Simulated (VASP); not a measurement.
In, 2 atoms in the cell. It takes space group R-3m (No. 166, trigonal). The conventional cell has a = 4.599 Å, b = 4.599 Å, c = 11.265 Å, α = 90.00°, β = 90.00°, γ = 120.00°. In (site symmetry 3m) has 1 In at 1.63 Å within 2.2 Å.  This cell differs from its parent crystal: shortest bond scaled by 0.58.

- Program: VASP 6.6.1
- Task: electric field gradients
- Functional: PBE
- Potentials or basis: VASP PAW PBE potentials, release 64 (In_d)
- Cutoff: 520 eV
- k mesh: 8 × 8 × 8
- Occupations: fermi-dirac, width 0.05 eV
- Spin: no spin polarisation
- Dipole correction: no
- Further INCAR settings: ALGO = Normal; EDIFF = 1e-08; NBANDS = 20

Potentials or basis: VASP PAW PBE potentials, release 64 (In_d).

Command:

```sh
$ cat potpaw_PBE.64/In_d/POTCAR > POTCAR
$ mpirun -np 1 vasp_std > vasp.out
```

Hardware: 1 thread of Intel(R) Xeon(R) Platinum 8488C (Sapphire Rapids), with other jobs on the host.

Problem. How long does it take, and how much memory?

Solution. Wall time 2.7 min on 1 thread of Intel(R) Xeon(R) Platinum 8488C (Sapphire Rapids), with other jobs on the host, peak memory 0.23 GiB. Counts: scf iterations 23, k points 65.
